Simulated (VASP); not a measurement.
# Tl (P6_3/mmc) in VASP: further runs

The runs below take Tl through electric field gradients, with PBE.

Program: VASP 6.6.1. These are calculated values, not measurements. Logs are shortened: lines on timing, memory, paths and dates and some standing lists are left out, and cuts for length are marked.

**1. The cell of the first run**

Symmetry: P6_3/mmc, No. 194, hexagonal system. The conventional cell has a = 3.421 Å, b = 3.421 Å, c = 5.469 Å, α = 90.00°, β = 90.00°, γ = 120.00°. Tl (site symmetry -6m2) has 12 Tl at 3.37 to 3.42 Å within 4.4 Å.

**2. Electric field gradients, PBE (27.72 Å³/atom)**

INCAR

```
SYSTEM = Tl
ALGO = Normal ; EDIFF = 1E-8
ENCUT = 520 ; GGA = PE
ISIF = 2 ; ISMEAR = -1
LASPH = .TRUE. ; LCHARG = .FALSE.
LEFG = .TRUE. ; LREAL = .FALSE.
LWAVE = .FALSE. ; NBANDS = 20
NELM = 80 ; PREC = Accurate
SIGMA = 0.05
```

KPOINTS

```
k-points
0
G
  11 11 6
  0 0 0
```

POSCAR

```
Tl
1.0
    3.4210868953      0.0000000000      0.0000000000
   -1.7105434477      2.9627481599      0.0000000000
    0.0000000000      0.0000000000      5.4691881033
Tl
2
Direct
    0.3333333333      0.6666666667      0.2500000000
    0.6666666667      0.3333333333      0.7500000000
```

Potentials or basis: VASP PAW PBE potentials, release 64 (Tl_d).

On the command line:

```sh
cat potpaw_PBE.64/Tl_d/POTCAR > POTCAR
mpirun -np 1 vasp_std > vasp.out
```

OUTCAR:

```text
SYSTEM = Tl
   EDIFF = 1E-8
   ENCUT = 520
   GGA = PE
   ISIF = 2
   ISMEAR = -1
   LASPH = .TRUE.
   LREAL = .FALSE.
   NELM = 80
   PREC = Accurate

 ion  position               nearest neighbor table
   1  0.333  0.667  0.250-   2 3.37   2 3.37   2 3.37   2 3.37   2 3.37   2 3.37
   2  0.667  0.333  0.750-   1 3.37   1 3.37   1 3.37   1 3.37   1 3.37   1 3.37

  LATTYP: Found a hexagonal cell.
 ALAT       =     3.4210868953
 C/A-ratio  =     1.5986697417

  Lattice vectors:

 A1 = (   3.4210868953,   0.0000000000,   0.0000000000)
 A2 = (  -1.7105434477,   2.9627481599,   0.0000000000)
 A3 = (   0.0000000000,   0.0000000000,   5.4691881033)

Analysis of symmetry for initial positions (statically):
=====================================================================
 Subroutine PRICEL returns:
 Original cell was already a primitive cell.

 Routine SETGRP: Setting up the symmetry group for a
 hexagonal supercell.

 Subroutine GETGRP returns: Found 24 space group operations
 (whereof 12 operations were pure point group operations)
 out of a pool of 24 trial point group operations.

The static configuration has the point symmetry D_3d.
 The point group associated with its full space group is D_6h.

Analysis of symmetry for dynamics (positions and initial velocities):
=====================================================================
 Subroutine PRICEL returns:
 Original cell was already a primitive cell.

 Routine SETGRP: Setting up the symmetry group for a
 hexagonal supercell.

 Subroutine GETGRP returns: Found 24 space group operations
 (whereof 12 operations were pure point group operations)
 out of a pool of 24 trial point group operations.

The dynamic configuration has the point symmetry D_3d.
 The point group associated with its full space group is D_6h.

 Subroutine INISYM returns: Found 24 space group operations
 (whereof 12 operations are pure point group operations),
 and found     1 'primitive' translations

----------------------------------------------------------------------------------------

                                     Primitive cell

  volume of cell :      55.4347

  direct lattice vectors                    reciprocal lattice vectors
     3.421086895  0.000000000  0.000000000     0.292304765  0.168762235  0.000000000
    -1.710543448  2.962748160  0.000000000     0.000000000  0.337524469  0.000000000
     0.000000000  0.000000000  5.469188103     0.000000000  0.000000000  0.182842495

  length of vectors
     3.421086895  3.421086895  5.469188103     0.337524469  0.337524469  0.182842495

  position of ions in fractional coordinates (direct lattice)
     0.333333333  0.666666667  0.250000000
     0.666666667  0.333333333  0.750000000

  ion indices of the primitive-cell ions
   primitive index   ion index
                 1           1
                 2           2

----------------------------------------------------------------------------------------

 KPOINTS: k-points

Automatic generation of k-mesh.
 Grid dimensions read from file:
 generate k-points for:   11   11    6

 Generating k-lattice:

  Cartesian coordinates                     Fractional coordinates (reciprocal lattice)
     0.026573160  0.015342021  0.000000000     0.090909091 -0.000000000  0.000000000
     0.000000000  0.030684043  0.000000000     0.000000000  0.090909091  0.000000000
     0.000000000  0.000000000  0.030473749     0.000000000  0.000000000  0.166666667

  Length of vectors
     0.030684043  0.030684043  0.030473749

  Shift w.r.t. Gamma in fractional coordinates (k-lattice)
     0.000000000  0.000000000  0.000000000

 Subroutine IBZKPT returns following result:
 ===========================================

 Found     64 irreducible k-points:

 Following reciprocal coordinates:
            Coordinates               Weight
  0.000000  0.000000  0.000000      1.000000
  0.090909  0.000000  0.000000      6.000000
  0.181818  0.000000  0.000000      6.000000
  0.272727  0.000000  0.000000      6.000000
  0.363636  0.000000  0.000000      6.000000
  0.454545  0.000000  0.000000      6.000000
[... 16 lines left out ...]
  0.090909  0.090909  0.166667     12.000000
  0.181818  0.090909  0.166667     24.000000
 [... further k-points ...]
   k-points           NKPTS =     64   k-points in BZ     NKDIM =     64   number of bands    NBANDS=     20
   number of dos      NEDOS =    301   number of ions     NIONS =      2
   total plane-waves  NPLWV =  32928
   dimension x,y,z NGX =    28 NGY =   28 NGZ =   42
   dimension x,y,z NGXF=    56 NGYF=   56 NGZF=   84
   ions per type =               2
   NGX,Y,Z   is equivalent  to a cutoff of  13.61, 13.61, 12.77 a.u.
   NGXF,Y,Z  is equivalent  to a cutoff of  27.21, 27.21, 25.53 a.u.
 SYSTEM =  Tl
   PREC   = accura    normal or accurate (medium, high low for compatibility)
   ISTART =      0    job   : 0-new  1-cont  2-samecut
   ICHARG =      2    charge: 1-file 2-atom 10-const
   ISPIN  =      1    spin polarized calculation?
   LNONCOLLINEAR =      F non collinear calculations
   LSORBIT =      F    spin-orbit coupling
   LASPH  =      T    aspherical Exc in radial PAW
   ENCUT  =  520.0 eV  38.22 Ry    6.18 a.u.   6.36  6.36 10.17*2*pi/ulx,y,z
   NELM   =     80;   NELMIN=  2; NELMDL= -5     # of ELM steps
   EDIFF  = 0.1E-07   stopping-criterion for ELM
   LREAL  =      F    real-space projection
   EDIFFG = 0.1E-06   stopping-criterion for IOM
   NSW    =      0    number of steps for IOM
   IBRION =     -1    ionic relax: 0-MD 1-quasi-New 2-CG
   NFREE  =      0    steps in history (QN), initial steepest desc. (CG)
   ISIF   =      2    stress and relaxation
   ISYM   =      2    0-nonsym 1-usesym 2-fastsym
   POTIM  = 0.5000    time-step for ionic-motion
   TEBEG  =    0.0;   TEEND  =   0.0 temperature during run
   PSTRESS=    0.0 pullay stress
   NELECT =      26.0000    total number of electrons
   NUPDOWN=      -1.0000    fix difference up-down
   EMIN   =  10.00;   EMAX   =-10.00  energy-range for DOS
   EFERMI =   0.00;   METHOD = LEGACY
   ISMEAR =    -1;   SIGMA  =   0.05  broadening in eV -4-tet -1-fermi 0-gaus
   EFERMI_NEDOS =   21; number of points for ismear=-14 and -15
   IALGO  =     38    algorithm
   IMIX   =      4    mixing-type and parameters
     AMIX     =   0.40;   BMIX     =  1.00
     AMIX_MAG =   1.60;   BMIX_MAG =  1.00
  volume/ion in A,a.u.               =      27.72       187.05
  Fermi-wavevector in a.u.,A,eV,Ry     =   1.271956  2.403648 22.012482  1.617872
  Thomas-Fermi vector in A             =   2.404861
   LORBIT       =      0    0 simple, 1 ext, 2 COOP (PROOUT), +10 PAW based schemes
   GGA     = PE    functional components
[... 5 lines left out ...]
 non-spin polarized calculation
  energy-cutoff  :      520.00
  volume of cell :       55.43
 maximum number of plane-waves:      1513
 NGX is ok and might be reduce to    28
   NGX = 13   NGY = 13   NGZ = 21

 number of electron      25.9999999 magnetization

 Free energy of the ion-electron system (eV)
  ---------------------------------------------------
  ext. energy  EPLUGINS =         0.00000000
  ---------------------------------------------------
  free energy    TOTEN  =        -4.36890070 eV

  energy without entropy =       -4.35962645  energy(sigma->0) =       -4.36426358

 E-fermi :   6.8822     XC(G=0): -10.3486

 val. band max:        6.8711831509   @ k =   0.3636   0.0000   0.0000
 cond. band min:       6.9085004171   @ k =   0.2727   0.1818   0.5000
 fundamental gap:      0.0373172662
 Fermi energy:         6.8821930417

 k-point     1 :       0.0000    0.0000    0.0000
  band No.  band energies     occupation
      1      -4.9746      2.00000
      2      -4.7150      2.00000
      3      -4.6964      2.00000
      4      -4.6964      2.00000
      5      -4.6379      2.00000
      6      -4.6379      2.00000
[... 12 lines left out ...]
     19      17.9130      0.00000
     20      18.0936      0.00000

 k-point     2 :       0.0909    0.0000    0.0000
  band No.  band energies     occupation
      1      -4.9446      2.00000
      2      -4.7522      2.00000
      3      -4.6584      2.00000
      4      -4.6536      2.00000
      5      -4.6383      2.00000
      6      -4.6026      2.00000
[... 498 lines left out ...]
 k-point    24 :       0.1818    0.0909    0.1667
  band No.  band energies     occupation
      1      -4.9002      2.00000
      2      -4.7904      2.00000
      3      -4.7348      2.00000
      4      -4.6644      2.00000
      5      -4.6427      2.00000
      6      -4.5042      2.00000
[... 12 lines left out ...]
     19      17.1914      0.00000
     20      18.0669      0.00000

 [... further k-points ...]

------------------------ aborting loop because EDIFF is reached ----------------------------------------

  FORCE on cell =-STRESS in cart. coord.  units (eV):
  Direction    XX          YY          ZZ          XY          YZ          ZX
  --------------------------------------------------------------------------------------
  -------------------------------------------------------------------------------------
  Total        1.5163954      1.5163954      1.6707225     -0.0000000     -0.0000000      0.0000000
  in kB       43.8269585     43.8269585     48.2873312     -0.0000000     -0.0000000      0.0000000
  external PRESSURE =      45.3137494 kB  Pullay stress =       0.0000000 kB

 VOLUME and BASIS-vectors are now :
 -----------------------------------------------------------------------------
  energy-cutoff  :      520.00
  volume of cell :       55.43
      direct lattice vectors                 reciprocal lattice vectors
     3.421086895  0.000000000  0.000000000     0.292304765  0.168762235  0.000000000
    -1.710543448  2.962748160  0.000000000     0.000000000  0.337524469  0.000000000
     0.000000000  0.000000000  5.469188103     0.000000000  0.000000000  0.182842495

 POSITION                                       TOTAL-FORCE (eV/Angst)
 -----------------------------------------------------------------------------------
     -0.00000      1.97517      1.36730        -0.000000      0.000000      0.000000
      1.71054      0.98758      4.10189         0.000000      0.000000      0.000000
 -----------------------------------------------------------------------------------
    total drift:                               -0.000000      0.000000     -0.000000

  FREE ENERGIE OF THE ION-ELECTRON SYSTEM (eV)
  ---------------------------------------------------
  free  energy   TOTEN  =        -4.3689007043 eV

  energy  without entropy=       -4.3596264467  energy(sigma->0) =       -4.36426358

 Electric field gradients (V/A^2)
---------------------------------------------------------------------
 ion       V_xx      V_yy      V_zz      V_xy      V_xz      V_yz
---------------------------------------------------------------------
   1      12.187    12.186   -24.374    -0.001     0.000    -0.000
   2      12.187    12.186   -24.374    -0.001    -0.000     0.000
---------------------------------------------------------------------

 Electric field gradients after diagonalization (V/A^2)
 (convention: |V_zz| > |V_xx| > |V_yy|)
----------------------------------------------------------------------
 ion       V_xx      V_yy      V_zz     asymmetry (V_yy - V_xx)/ V_zz
----------------------------------------------------------------------
   1      12.188    12.186   -24.374       0.000
   2      12.188    12.186   -24.374       0.000
----------------------------------------------------------------------

           NMR quadrupolar parameters

 Cq : quadrupolar parameter    Cq=e*Q*V_zz/h
 eta: asymmetry parameters     (V_yy - V_xx)/ V_zz
 Q  : nuclear electric quadrupole moment in mb (millibarn)
----------------------------------------------------------------------
 ion       Cq(MHz)       eta       Q (mb)
----------------------------------------------------------------------
   1      -0.059       0.000       1.000
   2      -0.059       0.000       1.000
----------------------------------------------------------------------
```

Run time: 50 s. Hardware: 1 thread of Intel Xeon Platinum 8259CL at 2.50GHz (Skylake/Cascade Lake), shared host; peak memory 0.2 GiB.

Results:

| Quantity | Value |
| --- | --- |
| Free energy | -4.3689 eV |
| Pressure | 4.5 GPa |
| Band gap on the k mesh | zero (bands 13 and 14 overlap by 5.87 eV) |
| Largest electric field gradient by atom | Tl -24.4 V/Å² |

Electric field gradients, principal values (V/Å²):
```csv
atom,least,middle,greatest (by size)
1 Tl,12.186,12.188,-24.374
2 Tl,12.186,12.188,-24.374
```

Caveat: the cell stands under pressure; without QUAD_EFG the Cq values of the log hold for a quadrupole moment of 1 mb, not for the nuclei; spin-orbit coupling is left out, which moves the levels of the heavy elements.

**3. Electric field gradients, PBE (30.29 Å³/atom)**

This run uses another cell than the first one, of 30.29 Å³/atom.

INCAR

```
ALGO = Normal ; EDIFF = 1E-8
ENCUT = 520 ; GGA = PE
ISIF = 2 ; ISMEAR = -1
LASPH = T ; LCHARG = F
LEFG = T ; LREAL = F
LWAVE = F ; NBANDS = 20
NELM = 80 ; PREC = Accurate
SIGMA = 0.05
```

KPOINTS

```
k-points
0
Gamma
  11 11 6
```

POSCAR

```
Tl
1.0
    3.5237802386      0.0000000000      0.0000000000
   -1.7618901193      3.0516832040      0.0000000000
    0.0000000000      0.0000000000      5.6333608439
Tl
2
Direct
    0.3333333333      0.6666666667      0.2500000000
    0.6666666667      0.3333333333      0.7500000000
```

Potentials or basis: VASP PAW PBE potentials, release 64 (Tl_d).

On the command line:

```sh
cat potpaw_PBE.64/Tl_d/POTCAR > POTCAR
mpirun -np 1 vasp_std > vasp.out
```

OUTCAR:

```text
EDIFF = 1E-8
   ENCUT = 520
   GGA = PE
   ISIF = 2
   ISMEAR = -1
   LASPH = T
   LREAL = F
   NELM = 80
   PREC = Accurate

 ion  position               nearest neighbor table
   1  0.333  0.667  0.250-   2 3.47   2 3.47   2 3.47   2 3.47   2 3.47   2 3.47
   2  0.667  0.333  0.750-   1 3.47   1 3.47   1 3.47   1 3.47   1 3.47   1 3.47

  LATTYP: Found a hexagonal cell.
 ALAT       =     3.5237802386
 C/A-ratio  =     1.5986697417

  Lattice vectors:

 A1 = (   3.5237802386,   0.0000000000,   0.0000000000)
 A2 = (  -1.7618901193,   3.0516832040,   0.0000000000)
 A3 = (   0.0000000000,   0.0000000000,   5.6333608439)

Analysis of symmetry for initial positions (statically):
=====================================================================
 Subroutine PRICEL returns:
 Original cell was already a primitive cell.

 Routine SETGRP: Setting up the symmetry group for a
 hexagonal supercell.

 Subroutine GETGRP returns: Found 24 space group operations
 (whereof 12 operations were pure point group operations)
 out of a pool of 24 trial point group operations.

The static configuration has the point symmetry D_3d.
 The point group associated with its full space group is D_6h.

Analysis of symmetry for dynamics (positions and initial velocities):
=====================================================================
 Subroutine PRICEL returns:
 Original cell was already a primitive cell.

 Routine SETGRP: Setting up the symmetry group for a
 hexagonal supercell.

 Subroutine GETGRP returns: Found 24 space group operations
 (whereof 12 operations were pure point group operations)
 out of a pool of 24 trial point group operations.
[... 158 lines left out ...]
  band No.  band energies     occupation
      1      -5.7047      2.00000
      2      -5.5250      2.00000
      3      -5.5100      2.00000
      4      -5.5100      2.00000
      5      -5.4650      2.00000
      6      -5.4650      2.00000
[... 541 lines left out ...]
     19      15.8226      0.00000
     20      16.6808      0.00000

 [... further k-points ...]

------------------------ aborting loop because EDIFF is reached ----------------------------------------

  FORCE on cell =-STRESS in cart. coord.  units (eV):
  Direction    XX          YY          ZZ          XY          YZ          ZX
  --------------------------------------------------------------------------------------
  -------------------------------------------------------------------------------------
  Total        0.4065831      0.4065831      0.3021754      0.0000000      0.0000000      0.0000000
  in kB       10.7533568     10.7533568      7.9919706      0.0000000      0.0000000      0.0000000
  external PRESSURE =       9.8328947 kB  Pullay stress =       0.0000000 kB

 VOLUME and BASIS-vectors are now :
 -----------------------------------------------------------------------------
  energy-cutoff  :      520.00
  volume of cell :       60.58
      direct lattice vectors                 reciprocal lattice vectors
     3.523780239  0.000000000  0.000000000     0.283786142  0.163844006  0.000000000
    -1.761890119  3.051683204  0.000000000     0.000000000  0.327688011  0.000000000
     0.000000000  0.000000000  5.633360844     0.000000000  0.000000000  0.177513926

 POSITION                                       TOTAL-FORCE (eV/Angst)
 -----------------------------------------------------------------------------------
     -0.00000      2.03446      1.40834         0.000000      0.000000      0.000000
      1.76189      1.01723      4.22502        -0.000000     -0.000000      0.000000
 -----------------------------------------------------------------------------------
    total drift:                                0.000000     -0.000000      0.000000

  FREE ENERGIE OF THE ION-ELECTRON SYSTEM (eV)
  ---------------------------------------------------
  free  energy   TOTEN  =        -4.4552179831 eV

  energy  without entropy=       -4.4456286114  energy(sigma->0) =       -4.45042330

 Electric field gradients (V/A^2)
---------------------------------------------------------------------
 ion       V_xx      V_yy      V_zz      V_xy      V_xz      V_yz
---------------------------------------------------------------------
   1      10.260    10.261   -20.521     0.001     0.000    -0.000
   2      10.260    10.261   -20.521     0.001    -0.000     0.000
---------------------------------------------------------------------

 Electric field gradients after diagonalization (V/A^2)
 (convention: |V_zz| > |V_xx| > |V_yy|)
----------------------------------------------------------------------
 ion       V_xx      V_yy      V_zz     asymmetry (V_yy - V_xx)/ V_zz
----------------------------------------------------------------------
   1      10.261    10.259   -20.521       0.000
   2      10.261    10.259   -20.521       0.000
----------------------------------------------------------------------

           NMR quadrupolar parameters

 Cq : quadrupolar parameter    Cq=e*Q*V_zz/h
 eta: asymmetry parameters     (V_yy - V_xx)/ V_zz
 Q  : nuclear electric quadrupole moment in mb (millibarn)
----------------------------------------------------------------------
 ion       Cq(MHz)       eta       Q (mb)
----------------------------------------------------------------------
   1      -0.050       0.000       1.000
   2      -0.050       0.000       1.000
----------------------------------------------------------------------
```

Run time: 53 s. Hardware: 1 thread of Intel Xeon Platinum 8259CL at 2.50GHz (Skylake/Cascade Lake), shared host; peak memory 0.21 GiB.

What came out:

```
Free energy                             : -4.4552 eV
Pressure                                : 1.0 GPa
Band gap on the k mesh                  : zero (bands 13 and 14 overlap by 5.24 eV)
Largest electric field gradient by atom : Tl -20.5 V/Å²
```

Stress tensor (GPa, compression positive):
```
1.08 0.00 0.00
0.00 1.08 0.00
0.00 0.00 0.80
```

Electric field gradients, principal values (V/Å²):
```csv
atom,least,middle,greatest (by size)
1 Tl,10.259,10.261,-20.521
2 Tl,10.259,10.261,-20.521
```

Caveat: without QUAD_EFG the Cq values of the log hold for a quadrupole moment of 1 mb, not for the nuclei; spin-orbit coupling is left out, which moves the levels of the heavy elements.
